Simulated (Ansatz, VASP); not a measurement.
Two plane-wave programs on NbC2

```
Nb C
1.0
     4.15099   -0.50080   -0.46196
    -2.51166    3.26556    0.14732
    -1.40981   -0.31832   10.59053
Nb C
4 8
Direct
  0.36952 0.80483 0.14577
  0.10582 0.38426 0.63403
  0.89419 0.61574 0.36597
  0.63047 0.19516 0.85423
  0.56965 0.89023 0.36549
  0.29833 0.47470 0.82849
  0.61697 0.43604 0.03877
  0.46044 0.29664 0.51198
  0.53956 0.70337 0.48802
  0.38305 0.56398 0.96123
  0.70165 0.52528 0.17151
  0.43035 0.10977 0.63450
```

Change from the starting cell: cell x2, atoms moved at random (sigma 0.1 Å) and cell strained at random (1.5 %), then relaxed without symmetry.

Alike in both runs: functional PBE; k mesh 6 × 6 × 2; occupations gaussian, width 0.2 eV; no spin polarisation.

Ansatz relaxed the structure, and its values are those at the end. VASP's run is a single point on that final structure, the one shown.

```csv
,VASP,Ansatz
version,VASP 6.6.1,Ansatz 0.2.0
potentials or method,"VASP PAW PBE potentials, release 64 (Nb_sv, C), cutoff 520 eV","scalar-relativistic, plane waves, PAW"
valence electrons in the cell,84,84
```

|  | VASP | Ansatz | Ansatz less VASP |
| --- | --- | --- | --- |
| gap on the k mesh at the Fermi level (eV) | none | none | - |
| pressure (GPa) | -0.1 | 0.0 | +0.12 |
| rms of the force components (eV/Å) | 0.031 | 0.012 | -0.0195 |

A gap of «none» marks a metal or a gap that the smearing closes. With one functional, cell and mesh, what is left measures potentials, basis and numerics.
